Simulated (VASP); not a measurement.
**NiO: single point with PBE+U**

Crystal: NiO.

```
Ni O
1.0
    -2.13379   -2.13379    4.26758
    -4.26758   -2.13379    2.13379
    -2.13379   -4.26758    2.13379
Ni O
2 2
Direct
  0.00000 0.00000 0.00000
  0.50000 0.50000 0.50000
  0.25000 0.25000 0.25000
  0.75000 0.75000 0.75000
```

| Quantity | Value |
| --- | --- |
| Program | VASP 6.6.1 |
| Task | single point |
| Functional | PBE |
| Potentials or basis | VASP PAW PBE potentials, release 64 (Ni_sv_GW, O) |
| Cutoff | 700 eV |
| k mesh | 5 × 5 × 5 |
| Occupations | gaussian, width 0.05 eV |
| Spin | collinear spin, antiferromagnetic start |
| Starting moments | [2.0, -2.0, 0.0, 0.0] μB |
| Hubbard terms | Ni d U = 6.2 eV |

```
Pressure                                              : -4.2 GPa
Band gap on the k mesh                                : 2.77 eV
Net moment                                            : 0.00 μB per cell
Site moments                                          : Ni +1.75, -1.75; O +0.00 μB
Valence electrons inside the program's atomic spheres : Ni 16.07; O 5.00
```

Stress tensor (GPa, compression positive):
```
-4.18 -0.10  0.10
-0.10 -4.18  0.10
 0.10  0.10 -4.18
```

Levels at points of the mesh, in eV from the valence-band top:
Spin up:
| k point | band 21 | band 22 | band 23 | band 24 | band 25 | band 26 | band 27 | band 28 |
| --- | --- | --- | --- | --- | --- | --- | --- | --- |
| (0.00, 0.00, 0.00) | -0.78 | -0.77 | -0.62 | -0.62 | 2.77 | 4.68 | 4.68 | 6.89 |
Spin down:
```
           k point  band 20  band 21  band 22  band 23  band 24  band 25  band 26  band 27  band 28  band 29
(0.00, 0.00, 0.00)    -0.78    -0.78    -0.77    -0.62    -0.62     2.77     4.68     4.68     6.89    11.10
```

Eigenvalues of the final occupation matrices:
| site | spin | trace | eigenvalues |
| --- | --- | --- | --- |
| site 1 d | 1 | 4.74 | 0.94 0.94 0.94 0.96 0.96 |
| site 1 d | 2 | 2.99 | 0.10 0.10 0.93 0.93 0.93 |
| site 2 d | 1 | 2.99 | 0.10 0.10 0.93 0.93 0.93 |
| site 2 d | 2 | 4.74 | 0.94 0.94 0.94 0.96 0.96 |

It took 5.4 min on 1 thread of Intel(R) Xeon(R) Platinum 8175M CPU @ 2.50GHz (Skylake/Cascade Lake), with other jobs on the host, peak memory 0.44 GiB.

Caveat: the k points lie up to 0.49 Å⁻¹ apart; an odd mesh through Γ misses points on the zone boundary, where band edges can lie.
